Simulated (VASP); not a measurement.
# Mg8O9 (a cell with a defect): relaxation of the atoms with PBEsol

System: Mg8O9 (a cell with a defect).

```
Mg O
1.0
     0.00000    4.23180    4.23180
     4.23180    0.00000    4.23180
     4.23180    4.23180    0.00000
Mg O
8 9
Direct
  0.00000 0.00000 0.00000
  0.00000 0.00000 0.50000
  0.00000 0.50000 0.00000
  0.00000 0.50000 0.50000
  0.50000 0.00000 0.00000
  0.50000 0.00000 0.50000
  0.50000 0.50000 0.00000
  0.50000 0.50000 0.50000
  0.25000 0.25000 0.25000
  0.25000 0.25000 0.75000
  0.25000 0.75000 0.25000
  0.25000 0.75000 0.75000
  0.75000 0.25000 0.25000
  0.75000 0.25000 0.75000
  0.75000 0.75000 0.25000
  0.75000 0.75000 0.75000
  0.35468 0.37971 0.87822
```

```json
{
  "Program": "VASP 6.6.1",
  "Task": "relaxation of the atoms",
  "Functional": "PBEsol",
  "Potentials or basis": "VASP PAW PBE potentials, release 64 (Mg, O)",
  "Cutoff": "520 eV",
  "k mesh": "2 × 2 × 2",
  "Occupations": "fermi-dirac, width 0.05 eV",
  "Spin": "collinear spin",
  "Starting moments": "[0.0, 0.0, 0.0, 0.0, 0.0, 0.0, 0.0, 0.0, 0.0, 0.0, 0.0, 0.0, 0.0, 0.0, 0.0, 0.0, 1.0] μB",
  "Dipole correction": "no",
  "Further INCAR settings": "LREAL = Auto; ALGO = Normal; EDIFF = 1e-06; IBRION = 2; EDIFFG = -0.08; NSW = 45"
}
```

- Energy gained by relaxing: 205.3 meV/atom
- Ionic steps: 17
- Pressure after relaxing: 15.8 GPa
- Largest force after relaxing: 0.056 eV/Å
- Band gap on the k mesh: 0.38 eV
- Net moment: 1.98 μB per cell
- Site moments: Mg -0.00, -0.01, +0.00, +0.01 (each value once); O +0.34, +0.35, -0.00, +0.01, +0.72 (each value once) μB
- Valence electrons inside the program's atomic spheres: Mg 0.44, 0.43, 0.57, 0.41, 0.51, 0.40 (each value once); O 5.05, 5.06, 5.10, 5.09 (each value once)

Forces in eV/Å, atoms in the order of the input:
```
Mg   0.007 -0.016 -0.008
Mg  -0.001 -0.016 -0.017
Mg   0.019 -0.024 -0.023
Mg   0.010 -0.009 -0.012
Mg   0.030 -0.030 -0.004
Mg  -0.009  0.011  0.010
Mg   0.020 -0.024 -0.023
Mg   0.033  0.001 -0.032
O    0.006  0.054 -0.015
O   -0.052 -0.001  0.002
O   -0.026  0.020  0.021
O    0.003 -0.014  0.054
O   -0.008  0.003  0.020
O    0.004 -0.015 -0.012
O   -0.018  0.004  0.006
O   -0.009  0.021  0.005
O   -0.008  0.035  0.028
```

Stress tensor (GPa, compression positive):
```
15.92 -0.97 -0.96
-0.97 15.69  1.00
-0.96  1.00 15.76
```

Step by step:
```
step  energy change (eV)  largest force (eV/Å)  pressure (GPa)
   1              0.0000                6.3060           20.92
   2             -2.9014                1.8097           16.54
   3             -3.1415                1.1696           15.58
   4             -3.1411                1.1663           15.61
   5             -3.2100                1.0949           15.95
   6             -3.2124                0.7808           15.87
   7             -3.2634                0.7033           15.70
   8             -3.3068                0.8041           15.55
   9             -3.3346                0.7176           15.54
  10             -3.3996                0.5353           15.57
  11             -3.4197                0.6437           15.85
  12             -3.4320                0.5685           15.69
  13             -3.4680                0.2793           15.76
  14             -3.4812                0.2183           15.86
  15             -3.4867                0.1022           15.82
  16             -3.4880                0.1008           15.77
  17             -3.4893                0.0562           15.79
```

Final structure:
```
Mg O
1.0
     0.00000    4.23180    4.23180
     4.23180    0.00000    4.23180
     4.23180    4.23180    0.00000
Mg O
8 9
Direct
  0.00894 0.99921 0.99263
  0.00944 0.99953 0.49959
  0.92471 0.52509 0.02520
  0.00908 0.49226 0.49936
  0.49889 0.00759 0.99634
  0.53195 0.98919 0.48909
  0.49840 0.49616 0.99604
  0.49917 0.49658 0.50695
  0.26084 0.22072 0.29826
  0.26029 0.21933 0.71960
  0.25754 0.74751 0.24763
  0.26068 0.79889 0.72063
  0.75507 0.24542 0.24988
  0.77834 0.24058 0.74076
  0.75505 0.74961 0.24978
  0.75504 0.74979 0.74549
  0.29125 0.40227 0.90099
```

Levels at points of the mesh, in eV from the valence-band top:
Spin up:
```csv
k point,band 32,band 33,band 34,band 35,band 36,band 37,band 38,band 39,band 40,band 41
"(0.00, 0.00, 0.00)",-2.08,-2.08,-1.70,-0.44,-0.36,2.97,5.92,6.00,6.00,6.24
"(0.50, 0.00, 0.00)",-2.17,-2.17,-1.37,-0.41,-0.32,4.89,5.73,7.12,7.13,7.49
"(0.00, 0.50, 0.00)",-2.25,-2.23,-1.55,-0.95,-0.03,4.98,5.55,7.36,7.55,7.58
"(0.00, 0.00, 0.50)",-2.24,-2.23,-1.56,-0.95,-0.02,4.98,5.56,7.36,7.55,7.58
"(0.50, 0.50, 0.50)",-2.25,-2.23,-1.55,-0.93,-0.07,4.98,5.55,7.37,7.57,7.59
"(0.50, 0.50, 0.00)",-2.36,-2.30,-1.65,-0.83,-0.01,5.99,6.28,7.38,7.49,7.62
"(0.00, 0.50, 0.50)",-2.34,-2.30,-1.67,-0.81,-0.05,5.99,6.28,7.38,7.50,7.62
"(0.50, 0.00, 0.50)",-2.37,-2.30,-1.65,-0.84,0.00,5.99,6.28,7.38,7.49,7.62
```
Spin down:
| k point | band 31 | band 32 | band 33 | band 34 | band 35 | band 36 | band 37 | band 38 |
| --- | --- | --- | --- | --- | --- | --- | --- | --- |
| (0.00, 0.00, 0.00) | -1.95 | -1.95 | -1.90 | -1.49 | 0.98 | 1.09 | 3.02 | 5.92 |
| (0.50, 0.00, 0.00) | -2.23 | -2.08 | -2.08 | -1.04 | 1.02 | 1.13 | 4.93 | 5.80 |
| (0.00, 0.50, 0.00) | -2.03 | -2.01 | -1.88 | -1.00 | 0.40 | 1.41 | 5.05 | 5.62 |
| (0.00, 0.00, 0.50) | -2.03 | -2.01 | -1.89 | -1.00 | 0.38 | 1.43 | 5.05 | 5.62 |
| (0.50, 0.50, 0.50) | -2.03 | -2.01 | -1.86 | -0.99 | 0.43 | 1.37 | 5.06 | 5.61 |
| (0.50, 0.50, 0.00) | -2.29 | -2.12 | -1.33 | -1.26 | 0.46 | 1.43 | 6.06 | 6.35 |
| (0.00, 0.50, 0.50) | -2.30 | -2.13 | -1.30 | -1.28 | 0.50 | 1.39 | 6.06 | 6.35 |
| (0.50, 0.00, 0.50) | -2.29 | -2.12 | -1.34 | -1.26 | 0.44 | 1.45 | 6.06 | 6.35 |

Wall time 16 min on 2 MPI ranks on AMD EPYC 9R45 96-Core Processor (Zen 5), with other jobs on the host, peak memory 0.41 GiB a rank.

Caveat: the k points lie up to 0.64 Å⁻¹ apart; the PAW data sets were made with another functional, which shifts forces and pressure a little; the relaxation stopped at a loose force limit of 0.08 eV/Å, so its end isn't a converged minimum.
